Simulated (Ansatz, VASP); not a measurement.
Two plane-wave programs on Ge

File POSCAR:

```
Ge
1.0
   -4.0034553964      0.0000000000      0.0000000000
   -2.0017276982     -3.4670940762      0.0000000000
    0.0000000000      0.0000000000     13.0026505051
Ge
8
Direct
    0.0000000000      1.0000000000      0.1586457990
    0.0000000000      0.0000000000      0.3471222557
    0.0000000000      0.0000000000      0.6644138538
    0.0000000000      1.0000000000      0.8528903105
    0.3333333333      0.3333333333      0.0952020562
    0.6666666667      0.6666666667      0.4105659986
    0.6666666667      0.6666666667      0.6009701109
    0.3333333333      0.3333333333      0.9163340533
```

INCAR.step1

```
SYSTEM = Ge
  ALGO = Normal
  EDIFF = 1E-4
  ENCUT = 520
  GGA = PE
  ISMEAR = 0
  LASPH = .TRUE.
  LCHARG = .FALSE.
  LREAL = .FALSE.
  LWAVE = .TRUE.
  NBANDS = 66
  NELM = 80
  PREC = Accurate
  SIGMA = 0.03
```

File INCAR.step2:

```
SYSTEM = Ge
  ALGO = Normal
  EDIFF = 1E-7
  ENCUT = 520
  ISIF = 2
  ISMEAR = 0
  ISTART = 1
  LASPH = .TRUE.
  LCHARG = .TRUE.
  LELF = .TRUE.
  LMIXTAU = .TRUE.
  LREAL = .FALSE.
  LVHAR = .TRUE.
  LWAVE = .FALSE.
  METAGGA = R2SCAN
  NBANDS = 66
  NELM = 80
  PREC = Accurate
  SIGMA = 0.03
```

Contents of KPOINTS:

```
k-points
0
G
  10 10 3
  0 0 0
```

Input for Ansatz:

```yaml
crystal:
  lattice:
    - [-4.0034553964, 0.0, 0.0]
    - [-2.0017276982, -3.4670940762, 0.0]
    - [0.0, 0.0, 13.0026505051]
  atoms:
    - { symbol: Ge, position: [0.0, 1.0, 0.158645799] }
    - { symbol: Ge, position: [0.0, 0.0, 0.3471222557] }
    - { symbol: Ge, position: [0.0, 0.0, 0.6644138538] }
    - { symbol: Ge, position: [0.0, 1.0, 0.8528903105] }
    - { symbol: Ge, position: [0.3333333333, 0.3333333333, 0.0952020562] }
    - { symbol: Ge, position: [0.6666666667, 0.6666666667, 0.4105659986] }
    - { symbol: Ge, position: [0.6666666667, 0.6666666667, 0.6009701109] }
    - { symbol: Ge, position: [0.3333333333, 0.3333333333, 0.9163340533] }
basis:
  ecutwfc: 500
kpoints:
  mp_grid: { grid: [10, 10, 3] }
hamiltonian:
  xc: r2scan
scf:
  occupations: { method: gaussian, width: 0.03 }
output:
  forces: true
  stress: true
  eigenvalues: true
```

Alike in both runs: task single point; functional r2SCAN; k mesh 10 × 10 × 3; occupations gaussian, width 0.03 eV; no spin polarisation.

|  | VASP | Ansatz |
| --- | --- | --- |
| version | VASP 6.6.1 | Ansatz 0.2.0 |
| potentials or method | VASP PAW PBE potentials, release 64 (Ge_d), cutoff 520 eV | scalar-relativistic, plane waves, PAW |
| valence electrons in the cell | 112 | 112 |

|  | VASP | Ansatz | Ansatz less VASP |
| --- | --- | --- | --- |
| gap on the k mesh at the Fermi level (eV) | 0.19 | 0.21 | +0.018 |
| least direct gap on the mesh (eV) | 0.19 | 0.21 | +0.018 |
| pressure (GPa) | 1.1 | 1.0 | -0.08 |
| traceless stress, the component that is largest in VASP (GPa) | 2.17 | 2.17 | -0.002 |
| rms of the force components (eV/Å) | 0.385 | 0.383 | -0.0028 |

VASP's potentials were made for PBE, not for r2SCAN. Atom by atom the forces differ by 0.004 eV/Å (rms over components).
